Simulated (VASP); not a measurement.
# InAg16 in VASP: further runs, part 2 of 2

VASP 6.6.1. Earlier steps stand in the parts before.

**4. Single point, PBE+D3(BJ)**

The input, INCAR:

```
SYSTEM = InAg16
PREC     = Accurate       ! precision mode
ENCUT    = 520            ! plane-wave cutoff, eV
EDIFF    = 1E-7           ! SCF threshold, eV
ISMEAR   = -1             ! smearing method
SIGMA    = 0.05           ! smearing width, eV
LREAL    = Auto         
LASPH    = .True.         ! aspherical terms in the spheres
NELM     = 100            ! most SCF steps
ALGO     = Normal         ! electronic algorithm
ISIF     = 2              ! what is computed and relaxed
LWAVE    = .False.        ! write WAVECAR
LCHARG   = .False.        ! write CHGCAR
GGA      = PE             ! functional
IVDW     = 12             ! dispersion correction
NBANDS   = 108            ! bands
```

The input, KPOINTS:

```
regular mesh
0
Gamma
  2 3 1
  0 0 0
```

The input, POSCAR:

```
InAg16
1.0
    8.1800000000      0.0000000000      0.0000000000
    0.0000000000      5.7841330000      0.0000000000
    0.0000000000      0.0000000000     15.3381000000
Ag In
16 1
Direct
    0.2500000000      0.2499942515      0.0651971235
    0.7500000000      0.2499942515      0.0651971235
    0.2500000000      0.7500000432      0.0651971235
    0.7500000000      0.7500000432      0.0651971235
   -0.0050611247      0.0023166826      0.1568903580
    0.4900244499     -0.0368940341      0.1591918165
   -0.0036430318      0.4685922678      0.1521961651
    0.5036063570      0.4813685992      0.1488711118
    0.2498166259      0.2202577292      0.2564594050
    0.7347555012      0.2415055117      0.2638462391
    0.2322493888      0.6937426923      0.2549011938
    0.7389119804      0.7395749717      0.2574243224
   -0.0262224939     -0.0336956291      0.3557611438
    0.4864914425     -0.0364618172      0.3594838996
    0.0049022005      0.4712720126      0.3485438222
    0.4972371638      0.4767698115      0.3503628220
    0.2560391198      0.2679917630      0.4349886883
```

Potentials or basis: VASP PAW PBE potentials, release 64 (Ag, In_d).

Launch:

```bash
$ cat potpaw_PBE.64/Ag/POTCAR potpaw_PBE.64/In_d/POTCAR > POTCAR
$ mpirun -np 1 vasp_std > vasp.out
```

OUTCAR:

```text
SYSTEM = InAg16
   PREC = Accurate
   ENCUT = 520
   EDIFF = 1E-7
   ISMEAR = -1
   LREAL = Auto
   LASPH = .True.
   NELM = 100
   ISIF = 2
   GGA = PE
   IVDW = 12
 IVDW          = 12

 ion  position               nearest neighbor table
   1  0.250  0.250  0.065-   7 2.77   8 2.78   3 2.89   3 2.89   5 2.90   9 2.94   6 2.95
   2  0.750  0.250  0.065-   7 2.73   8 2.74   5 2.84   4 2.89   4 2.89  10 3.05   6 3.06
   3  0.250  0.750  0.065-   6 2.73   1 2.89   1 2.89   8 2.89   5 2.91  11 2.93   7 2.96
   4  0.750  0.750  0.065-   6 2.85   5 2.85   8 2.85   2 2.89   2 2.89   7 2.91  12 2.95
   5  0.995  0.002  0.157-   7 2.70   2 2.84   4 2.85   9 2.88   1 2.90   3 2.91  12 3.01  10 3.02
                            11 3.04  13 3.06   7 3.09
   6  0.490  0.963  0.159-   3 2.73   8 2.79  12 2.84   4 2.85   9 2.88   1 2.95   8 3.00  11 3.00
                            10 3.03   2 3.06  14 3.07
   7  0.996  0.469  0.152-   5 2.70   2 2.73   1 2.77  11 2.81   4 2.91   3 2.96   9 2.99  15 3.01
                            10 3.04  12 3.08   5 3.09
   8  0.504  0.481  0.149-   2 2.74   1 2.78   6 2.79   4 2.85   3 2.89  10 2.93  12 2.95   6 3.00
                            11 3.01   9 3.05  16 3.09
   9  0.250  0.220  0.256-  11 2.74  17 2.75  15 2.85   5 2.88   6 2.88  16 2.89  14 2.91   1 2.94
                             7 2.99  11 3.05   8 3.05  13 3.09
  10  0.735  0.242  0.264-  16 2.72  12 2.88  15 2.89  13 2.89  12 2.91   8 2.93  14 2.98   5 3.02
                             6 3.03   7 3.04   2 3.05
  11  0.232  0.694  0.255-  15 2.68   9 2.74   7 2.81  16 2.90   3 2.93   6 3.00   8 3.01   5 3.04
                             9 3.05  14 3.06  13 3.06  17 3.71
  12  0.739  0.740  0.257-  13 2.77   6 2.84  16 2.87  10 2.88  14 2.90  10 2.91   4 2.95   8 2.95
                             5 3.01  15 3.02   7 3.08
  13  0.974  0.966  0.356-  12 2.77  15 2.88  10 2.89  15 2.93  11 3.06   5 3.06   9 3.09  17 3.14

  14  0.486  0.964  0.359-  16 2.82  17 2.83  12 2.90   9 2.91  16 2.97  10 2.98  11 3.06   6 3.07

  15  0.005  0.471  0.349-  11 2.68  17 2.71   9 2.85  13 2.88  10 2.89  13 2.93   7 3.01  12 3.02

  16  0.497  0.477  0.350-  17 2.65  10 2.72  14 2.82  12 2.87   9 2.89  11 2.90  14 2.97   8 3.09

  17  0.256  0.268  0.435-  16 2.65  15 2.71   9 2.75  14 2.83  13 3.14  11 3.71

  LATTYP: Found a simple orthorhombic cell.
 ALAT       =     5.7841330000
[... 173 lines left out ...]
   LEPSILON=     F    determine dielectric tensor
   LRPA    =     F    only Hartree local field effects (RPA)
 non-spin polarized calculation
  energy-cutoff  :      520.00
  volume of cell :      725.71
 maximum number of plane-waves:     19590
 NGX is ok and might be reduce to    64
   NGX = 31   NGY = 21   NGZ = 57

 number of electron     189.0000008 magnetization

 Free energy of the ion-electron system (eV)
  ---------------------------------------------------
  ext. energy  EPLUGINS =         0.00000000
  ---------------------------------------------------
  free energy    TOTEN  =       -40.32627050 eV

  energy without entropy =      -40.27025836  energy(sigma->0) =      -40.29826443

 E-fermi :   1.0821     XC(G=0):  -6.1726

 val. band max:        0.9652025961   @ k =   0.0000   0.0000   0.0000
 cond. band min:       1.0937361052   @ k =   0.5000   0.0000   0.0000
 fundamental gap:      0.1285335091
 Fermi energy:         1.0821462509

 k-point     1 :       0.0000    0.0000    0.0000
  band No.  band energies     occupation
      1     -13.5967      2.00000
      2     -13.5860      2.00000
      3     -13.5672      2.00000
      4     -13.5387      2.00000
      5     -13.5077      2.00000
      6      -6.1580      2.00000
[... 425 lines left out ...]
    105       4.1241      0.00000
    106       4.2371      0.00000
 [bands above 106 left out]

------------------------ aborting loop because EDIFF is reached ----------------------------------------

 Edisp (eV)   -6.16315

 E8    (eV) :    -2.8304

  FORCE on cell =-STRESS in cart. coord.  units (eV):
  Direction    XX          YY          ZZ          XY          YZ          ZX
  --------------------------------------------------------------------------------------
  -------------------------------------------------------------------------------------
  Total      -5.35494    -5.07479    -2.91165     0.11485     0.61911    -0.02007
  in kB     -11.82231   -11.20381    -6.42815     0.25357     1.36684    -0.04430
  external pressure =       -9.82 kB  Pullay stress =        0.00 kB

 VOLUME and BASIS-vectors are now :
 -----------------------------------------------------------------------------
  energy-cutoff  :      520.00
  volume of cell :      725.71
      direct lattice vectors                 reciprocal lattice vectors
     8.180000000  0.000000000  0.000000000     0.122249389  0.000000000  0.000000000
     0.000000000  5.784133000  0.000000000     0.000000000  0.172886758  0.000000000
     0.000000000  0.000000000 15.338100000     0.000000000  0.000000000  0.065197124

 POSITION                                       TOTAL-FORCE (eV/Angst)
 -----------------------------------------------------------------------------------
      2.04500      1.44600      1.00000         0.088164     -0.189914      0.128770
      6.13500      1.44600      1.00000        -0.191212     -0.310089      0.121271
      2.04500      4.33810      1.00000        -0.306757     -0.174177      0.128232
      6.13500      4.33810      1.00000         0.080064     -0.030236      0.259114
      8.13860      0.01340      2.40640        -0.007463     -0.682249      0.082820
      4.00840      5.57073      2.44170         0.141832      0.653810      0.052526
[... 9 lines left out ...]
      4.06740      2.75770      5.37390         0.483861      0.393357     -0.272752
      2.09440      1.55010      6.67190        -0.474742     -0.480005      0.540839
 -----------------------------------------------------------------------------------
    total drift:                               -0.010085     -0.004659      0.009817

  FREE ENERGIE OF THE ION-ELECTRON SYSTEM (eV)
  ---------------------------------------------------
  free  energy   TOTEN  =       -46.4894165797 eV

  energy  without entropy=      -46.4334044391  energy(sigma->0) =      -46.46141051
```

stdout:

```text
POSCAR found type information on POSCAR AgIn
 POSCAR found :  2 types and      17 ions
 scaLAPACK will be used
 LDA part: xc-table for (Slater+PW92), standard interpolation
 POSCAR, INCAR and KPOINTS ok, starting setup
 FFT: planning ... GRIDC
 FFT: planning ... GRID_SOFT
 FFT: planning ... GRID
 WAVECAR not read
 entering main loop
```

Run time: 25 min. Hardware: 1 thread of Oxide Virtual Turin-like, shared host; peak memory 0.76 GiB.

What came out:

- Free energy: -46.4894 eV
- Largest force: 1.100 eV/Å
- Dispersion energy per atom: -0.363 eV

Forces in eV/Å, atoms in the order of the input:
```
Ag   0.088 -0.190  0.129
Ag  -0.191 -0.310  0.121
Ag  -0.307 -0.174  0.128
Ag   0.080 -0.030  0.259
Ag  -0.007 -0.682  0.083
Ag   0.142  0.654  0.053
Ag  -0.045  0.816  0.091
Ag  -0.189 -0.153  0.210
Ag   0.024 -0.578 -0.632
Ag   0.243 -0.293 -0.152
Ag   0.461  0.999  0.008
Ag   0.169 -0.178  0.063
Ag   0.282  0.201 -0.184
Ag   0.180 -0.022 -0.409
Ag  -0.938  0.028 -0.036
Ag   0.484  0.393 -0.273
In  -0.475 -0.480  0.541
```

Levels at points of the mesh, in eV from the Fermi level:
| k point | band 92 | band 93 | band 94 | band 95 | band 96 | band 97 |
| --- | --- | --- | --- | --- | --- | --- |
| (0.00, 0.00, 0.00) | -0.96 | -0.22 | -0.12 | 0.17 | 0.27 | 0.52 |
| (0.50, 0.00, 0.00) | -0.14 | 0.01 | 0.09 | 0.24 | 0.27 | 0.37 |

Caveat: the k points lie up to 0.38 Å⁻¹ apart; spin-orbit coupling is left out, which moves the levels of the heavy elements.

**5. Single point, PBE+D3(BJ)**

The input, INCAR:

```
SYSTEM = InAg16
PREC     = Accurate       ! precision mode
ENCUT    = 520            ! plane-wave cutoff, eV
EDIFF    = 1E-6           ! SCF threshold, eV
ISMEAR   = -1             ! smearing method
SIGMA    = 0.05           ! smearing width, eV
LREAL    = Auto         
LASPH    = .True.         ! aspherical terms in the spheres
NELM     = 60             ! most SCF steps
ALGO     = Normal         ! electronic algorithm
ISIF     = 2              ! what is computed and relaxed
LWAVE    = .False.        ! write WAVECAR
LCHARG   = .True.         ! write CHGCAR
GGA      = PE             ! functional
IVDW     = 12             ! dispersion correction
LELF     = .True.         ! ELF
LVHAR    = .True.       
NBANDS   = 108            ! bands
```

The input, KPOINTS:

```
Automatic mesh
0
Gamma
  2 3 1
  0 0 0
```

The input, POSCAR:

```
InAg16
1.0
    8.1800000000      0.0000000000      0.0000000000
    0.0000000000      5.7841330000      0.0000000000
    0.0000000000      0.0000000000     15.3381000000
Ag In
16 1
Direct
    0.2500000000      0.2499942515      0.0651971235
    0.7500000000      0.2499942515      0.0651971235
    0.2500000000      0.7500000432      0.0651971235
    0.7500000000      0.7500000432      0.0651971235
    0.0075672372     -0.0040455501      0.1559058814
    0.4888386308      0.0118254542      0.1545693404
    0.0031540342      0.5035499702      0.1490471440
    0.4856601467      0.5027374025      0.1584224904
    0.2532518337      0.2430960699      0.2561725377
    0.7447188264      0.2275189730      0.2523128680
    0.2604400978      0.7457816063      0.2705419837
    0.7539853301      0.7469226589      0.2499331729
   -0.0009535452     -0.0237719292      0.3504606177
    0.5103911980     -0.0055842423      0.3451014141
   -0.0226894866      0.4574237833      0.3494696214
    0.5463691932      0.4745049950      0.3674509881
    0.2438753056      0.2915216507      0.4495211271
```

Launch:

```bash
$ cat potpaw_PBE.64/Ag/POTCAR potpaw_PBE.64/In_d/POTCAR > POTCAR
$ mpirun -np 1 vasp_std > vasp.out
```

It took 15 min on 1 thread of Oxide Virtual Turin-like, shared host; peak memory 0.76 GiB.

Results (log left out):

| Property | Result |
| --- | --- |
| Free energy | -46.6523 eV |
| Largest force | 0.609 eV/Å |
| Dispersion energy per atom | -0.361 eV |

Forces in eV/Å, atoms in the order of the input:
```
Ag  -0.134  0.051 -0.077
Ag  -0.073  0.053  0.278
Ag   0.055  0.041  0.071
Ag  -0.176  0.006  0.197
Ag  -0.095  0.133 -0.057
Ag   0.333 -0.419 -0.151
Ag  -0.029 -0.231  0.307
Ag   0.496  0.144 -0.031
Ag  -0.201  0.204  0.183
Ag   0.231  0.366 -0.212
Ag  -0.209 -0.414 -0.023
Ag  -0.113 -0.433  0.255
Ag  -0.072 -0.139 -0.049
Ag  -0.048 -0.222  0.358
Ag  -0.018  0.559 -0.172
Ag  -0.180  0.369 -0.317
In   0.231 -0.068 -0.560
```

Levels at points of the mesh, in eV from the Fermi level:
```tsv
k point	band 90	band 91	band 92	band 93	band 94	band 95	band 96	band 97	band 98	band 99
(0.00, 0.00, 0.00)	-2.39	-1.13	-1.00	-0.17	-0.14	0.00	0.34	0.60	0.93	1.04
(0.50, 0.00, 0.00)	-1.98	-0.67	0.01	0.01	0.11	0.24	0.30	0.35	0.50	1.29
```

Caveat: the k points lie up to 0.38 Å⁻¹ apart; spin-orbit coupling is left out, which moves the levels of the heavy elements.
